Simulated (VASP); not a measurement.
Crystal: Si.

```
Si
1.0
     3.83213    0.00000    0.00000
    -1.91606    3.31872    0.00000
     0.00000    0.00000    6.34122
Si
4
Direct
  0.33333 0.66667 0.00056
  0.66667 0.33333 0.50056
  0.33333 0.66667 0.37444
  0.66667 0.33333 0.87444
```

This isn't the form of Si at room conditions, which is diamond.

Base run:

```yaml
Program: VASP 6.6.1
Functional: r2SCAN
Potentials_or_basis: VASP PAW PBE potentials, release 64 (Si)
Cutoff: 520 eV
k_mesh: 12 × 12 × 4
Occupations: gaussian, width 0.01 eV
Spin: no spin polarisation
```

Its results: band gap on the k mesh 0.62 eV (least direct gap 1.38 eV); pressure -0.2 GPa.

Question: The run is repeated on the same cell with these changes: functional from r2SCAN to PBE. What comes out?

Answer: Band gap on the k mesh 0.43 eV (least direct gap 1.04 eV); pressure 1.2 GPa.

Caveats: the PAW data sets were made with another functional, which shifts forces and pressure a little (at least some runs).

A k mesh can miss the band edges.
